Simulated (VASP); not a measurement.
# SrCl2 in VASP: further runs

Runs on SrCl2. Level: PBEsol. Tasks: single point.

Everything below comes from runs of VASP 6.6.1. Logs are shortened: lines on timing, memory, paths and dates and some standing lists are left out, and cuts for length are marked.

## 1. The cell of the first run

The typed cell holds 3 atoms: a = 4.381 Å, b = 4.418 Å, c = 6.078 Å, α = 90.00°, β = 90.00°, γ = 120.86°.

## 2. Single point, PBEsol

File INCAR:

```
SYSTEM = SrCl2
PREC     = Accurate       ! precision mode
ENCUT    = 520            ! plane-wave cutoff, eV
EDIFF    = 1E-6           ! SCF threshold, eV
ISMEAR   = 0              ! smearing method
SIGMA    = 0.05           ! smearing width, eV
LREAL    = .False.        ! projectors in reciprocal space
LASPH    = .True.         ! aspherical terms in the spheres
NELM     = 100            ! most SCF steps
ALGO     = Normal         ! electronic algorithm
ISIF     = 2              ! what is computed and relaxed
LWAVE    = .False.        ! write WAVECAR
LCHARG   = .False.        ! write CHGCAR
GGA      = PS             ! functional
NBANDS   = 19             ! bands
```

File KPOINTS:

```
Automatic mesh
0
Gamma
  8 8 6
  0 0 0
```

File POSCAR:

```
SrCl2
1.0
    4.3804084604     -0.0438040846      0.0000000000
   -2.2281396802      3.8154470479      0.0000000000
    0.0000000000      0.0000000000      6.0784661408
Sr Cl
1 2
Direct
    0.0000000000      0.0000000000      0.0000000000
    0.3333333333      0.6666666667      0.2271595850
    0.6666666667      0.3333333333      0.7728404150
```

Potentials or basis: VASP PAW PBE potentials, release 64 (Sr_sv, Cl).

Launch:

```console
> cat potpaw_PBE.64/Sr_sv/POTCAR potpaw_PBE.64/Cl/POTCAR > POTCAR
> mpirun -np 1 vasp_std > vasp.out
```

OUTCAR:

```text
SYSTEM = SrCl2
   PREC = Accurate
   ENCUT = 520
   EDIFF = 1E-6
   ISMEAR = 0
   LREAL = .False.
   LASPH = .True.
   NELM = 100
   ISIF = 2
   GGA = PS

 ion  position               nearest neighbor table
   1  0.000  0.000  0.000-   3 2.86   2 2.86   3 2.88   2 2.88   2 2.90   3 2.90
   2  0.333  0.667  0.227-   1 2.86   1 2.88   1 2.90
   3  0.667  0.333  0.773-   1 2.86   1 2.88   1 2.90

  LATTYP: Found a simple monoclinic cell.
 ALAT       =     4.3425282434
 B/A-ratio  =     1.3997528168
 C/A-ratio  =     1.0087735139
 COS(beta)  =    -0.4869160342

  Lattice vectors:

 A1 = (   2.1522687802,   3.7716429633,   0.0000000000)
 A2 = (   0.0000000000,   0.0000000000,  -6.0784661408)
 A3 = (  -4.3804084604,   0.0438040846,   0.0000000000)

Analysis of symmetry for initial positions (statically):
=====================================================================
 Subroutine PRICEL returns:
 Original cell was already a primitive cell.

 Routine SETGRP: Setting up the symmetry group for a
 simple monoclinic supercell.

 Subroutine GETGRP returns: Found  2 space group operations
 (whereof  2 operations were pure point group operations)
 out of a pool of  4 trial point group operations.

The static configuration has the point symmetry S_2 .

Analysis of symmetry for dynamics (positions and initial velocities):
=====================================================================
 Subroutine PRICEL returns:
 Original cell was already a primitive cell.

 Routine SETGRP: Setting up the symmetry group for a
 simple monoclinic supercell.

 Subroutine GETGRP returns: Found  2 space group operations
 (whereof  2 operations were pure point group operations)
 out of a pool of  4 trial point group operations.

The dynamic configuration has the point symmetry S_2 .

 Subroutine INISYM returns: Found  2 space group operations
 (whereof  2 operations are pure point group operations),
 and found     1 'primitive' translations

----------------------------------------------------------------------------------------

                                     Primitive cell

  volume of cell :     100.9975

  direct lattice vectors                    reciprocal lattice vectors
[... 78 lines left out ...]
   NGXF,Y,Z  is equivalent  to a cutoff of  27.32, 27.09, 26.26 a.u.
 SYSTEM =  SrCl2
   PREC   = accura    normal or accurate (medium, high low for compatibility)
   ISTART =      0    job   : 0-new  1-cont  2-samecut
   ICHARG =      2    charge: 1-file 2-atom 10-const
   ISPIN  =      1    spin polarized calculation?
   LNONCOLLINEAR =      F non collinear calculations
   LSORBIT =      F    spin-orbit coupling
   LASPH  =      T    aspherical Exc in radial PAW
   ENCUT  =  520.0 eV  38.22 Ry    6.18 a.u.   8.15  8.22 11.30*2*pi/ulx,y,z
   NELM   =    100;   NELMIN=  2; NELMDL= -5     # of ELM steps
   EDIFF  = 0.1E-05   stopping-criterion for ELM
   LREAL  =      F    real-space projection
   EDIFFG = 0.1E-04   stopping-criterion for IOM
   NSW    =      0    number of steps for IOM
   IBRION =     -1    ionic relax: 0-MD 1-quasi-New 2-CG
   NFREE  =      0    steps in history (QN), initial steepest desc. (CG)
   ISIF   =      2    stress and relaxation
   ISYM   =      2    0-nonsym 1-usesym 2-fastsym
   POTIM  = 0.5000    time-step for ionic-motion
   TEBEG  =    0.0;   TEEND  =   0.0 temperature during run
   PSTRESS=    0.0 pullay stress
   NELECT =      24.0000    total number of electrons
   NUPDOWN=      -1.0000    fix difference up-down
   EMIN   =  10.00;   EMAX   =-10.00  energy-range for DOS
   EFERMI =   0.00;   METHOD = LEGACY
   ISMEAR =     0;   SIGMA  =   0.05  broadening in eV -4-tet -1-fermi 0-gaus
   EFERMI_NEDOS =   21; number of points for ismear=-14 and -15
   IALGO  =     38    algorithm
   IMIX   =      4    mixing-type and parameters
     AMIX     =   0.40;   BMIX     =  1.00
     AMIX_MAG =   1.60;   BMIX_MAG =  1.00
  volume/ion in A,a.u.               =      33.67       227.19
  Fermi-wavevector in a.u.,A,eV,Ry     =   1.014009  1.916199 13.989702  1.028214
  Thomas-Fermi vector in A             =   2.147211
   LORBIT       =      0    0 simple, 1 ext, 2 COOP (PROOUT), +10 PAW based schemes
   GGA     = PS    functional components
   LHFCALC =     F    Hartree Fock is set to
   AEXX    =    0.0000 exact exchange contribution
   IVDW    =     0    specifies the selected vdW correction
   LEPSILON=     F    determine dielectric tensor
   LRPA    =     F    only Hartree local field effects (RPA)
 non-spin polarized calculation
 Gauss-broadening in eV      SIGMA  =   0.05
  energy-cutoff  :      520.00
  volume of cell :      101.00
 maximum number of plane-waves:      2738
 NGX is ok and might be reduce to    36
   NGX = 17   NGY = 17   NGZ = 23

 number of electron      24.0000001 magnetization

 Free energy of the ion-electron system (eV)
  ---------------------------------------------------
  ext. energy  EPLUGINS =         0.00000000
  ---------------------------------------------------
  free energy    TOTEN  =       -13.09901441 eV

  energy without entropy =      -13.09901441  energy(sigma->0) =      -13.09901441

 E-fermi :  -1.1683     XC(G=0):  -7.5788

 val. band max:       -1.4695695562   @ k =   0.0000   0.0000   0.0000
 cond. band min:       3.7805371738   @ k =   0.0000   0.0000   0.0000
 fundamental gap:      5.2501067300
 Fermi energy:        -1.1683338059

 k-point     1 :       0.0000    0.0000    0.0000
  band No.  band energies     occupation
      1     -33.7985      2.00000
      2     -16.1411      2.00000
      3     -15.8072      2.00000
      4     -15.8057      2.00000
      5     -14.1751      2.00000
      6     -13.4951      2.00000
[... 505 lines left out ...]
      6     -13.5706      2.00000
[... 11 lines left out ...]
     18       8.3900      0.00000
     19       9.0695      0.00000

 [... further k-points ...]
[... 5 lines left out ...]
  --------------------------------------------------------------------------------------
  -------------------------------------------------------------------------------------
  Total        0.0943009      0.0884818      0.0491349      0.2381064     -0.0053247     -0.1389476
  in kB        1.4959456      1.4036352      0.7794536      3.7772113     -0.0844683     -2.2042018
  external PRESSURE =       1.2263448 kB  Pullay stress =       0.0000000 kB

 VOLUME and BASIS-vectors are now :
 -----------------------------------------------------------------------------
  energy-cutoff  :      520.00
  volume of cell :      101.00
      direct lattice vectors                 reciprocal lattice vectors
     4.380408460 -0.043804085  0.000000000     0.229630204  0.134099141  0.000000000
    -2.228139680  3.815447048  0.000000000     0.002636320  0.263632040  0.000000000
     0.000000000  0.000000000  6.078466141     0.000000000  0.000000000  0.164515188

 POSITION                                       TOTAL-FORCE (eV/Angst)
 -----------------------------------------------------------------------------------
      0.00000      0.00000      0.00000        -0.000000      0.000000      0.000000
     -0.02529      2.52903      1.38078        -0.046828     -0.001938      0.027122
      2.17756      1.24261      4.69768         0.046828      0.001938     -0.027122
 -----------------------------------------------------------------------------------
    total drift:                               -0.000000      0.000000     -0.000000

  FREE ENERGIE OF THE ION-ELECTRON SYSTEM (eV)
  ---------------------------------------------------
  free  energy   TOTEN  =       -13.0990144066 eV

  energy  without entropy=      -13.0990144066  energy(sigma->0) =      -13.09901441
```

It took 11 min on 1 thread of Oxide Virtual Turin-like, shared host; peak memory 0.45 GiB.

What came out:

```yaml
Free_energy: -13.0990 eV
Pressure: 0.1 GPa
Largest_force: 0.054 eV/Å
Band_gap_on_the_k_mesh: 5.25 eV, direct
```

Forces in eV/Å, atoms in the order of the input:
```
Sr   0.000  0.000  0.000
Cl  -0.047 -0.002  0.027
Cl   0.047  0.002 -0.027
```

Caveat: the PAW data sets were made with another functional, which shifts forces and pressure a little. A k mesh can miss the band edges.

(Part 1 of 2 ends here.)
